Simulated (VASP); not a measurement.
Set up this calculation in VASP 6.6.1, as the native input.

| Item | Value |
| --- | --- |
| Task | relaxation of cell and atoms |
| Functional | PBE |
| Potentials or basis | VASP PAW PBE potentials, release 64 (H, Mo_sv) |
| Cutoff | 600 eV |
| k mesh | 4 × 4 × 4 |
| Occupations | gaussian, width 0.2 eV |
| Spin | no spin polarisation |
| Dipole correction | no |
| Further INCAR settings | ALGO = Normal; EDIFF = 1e-06; IBRION = 2; EDIFFG = -0.08; NSW = 36; ISIF = 3 |

The structure of Mo3H lies in POSCAR:

```
Mo3H
1.0
    4.6613417600      0.0000000000      0.0000000000
    0.0000000000      4.6613417600      0.0000000000
    0.0000000000      0.0000000000      4.6613417600
H Mo
2 6
Direct
    0.0000000000      0.0000000000      0.0000000000
    0.5000000000      0.5000000000      0.5000000000
    0.2500000000      0.0000000000      0.5000000000
    0.5000000000      0.7500000000      0.0000000000
    0.7500000000      0.0000000000      0.5000000000
    0.5000000000      0.2500000000      0.0000000000
    0.0000000000      0.5000000000      0.7500000000
    0.0000000000      0.5000000000      0.2500000000
```

The cell was built from a structure type or drawn by symmetry, and may not be a known phase.

These files were run (other wordings do the same):

INCAR

```
SYSTEM = Mo3H
PREC = Accurate
ENCUT = 600
EDIFF = 1E-6
ISMEAR = 0
SIGMA = 0.2
LREAL = .False.
LASPH = .True.
NELM = 100
ALGO = Normal
ISIF = 3
LWAVE = .False.
LCHARG = .False.
GGA = PE
IBRION = 2
NSW = 36
EDIFFG = -0.08
```

KPOINTS

```
regular mesh
0
Gamma
  4 4 4
  0 0 0
```

Potentials or basis: VASP PAW PBE potentials, release 64 (H, Mo_sv).

Launch:

```sh
$ cat potpaw_PBE.64/H/POTCAR potpaw_PBE.64/Mo_sv/POTCAR > POTCAR
$ mpirun -np 1 vasp_std > vasp.out
```

Results of the run:

```
Relaxed volume                        : 13.61 Å³/atom
Relaxed cell                          : a = 4.775 Å, b = 4.775 Å, c = 4.775 Å, α = 90.00°, β = 90.00°, γ = 90.00°
Space group after relaxing (to 0.1 Å) : Pm-3n (No. 223)
Energy gained by relaxing             : 43.8 meV/atom
Ionic steps                           : 3
Pressure after relaxing               : -0.4 GPa
Band gap on the k mesh                : zero (bands 43 and 44 overlap by 0.50 eV)
```

Wall time 110 s on 1 thread of Intel(R) Xeon(R) Platinum 8488C (Sapphire Rapids), with other jobs on the host, peak memory 0.26 GiB.
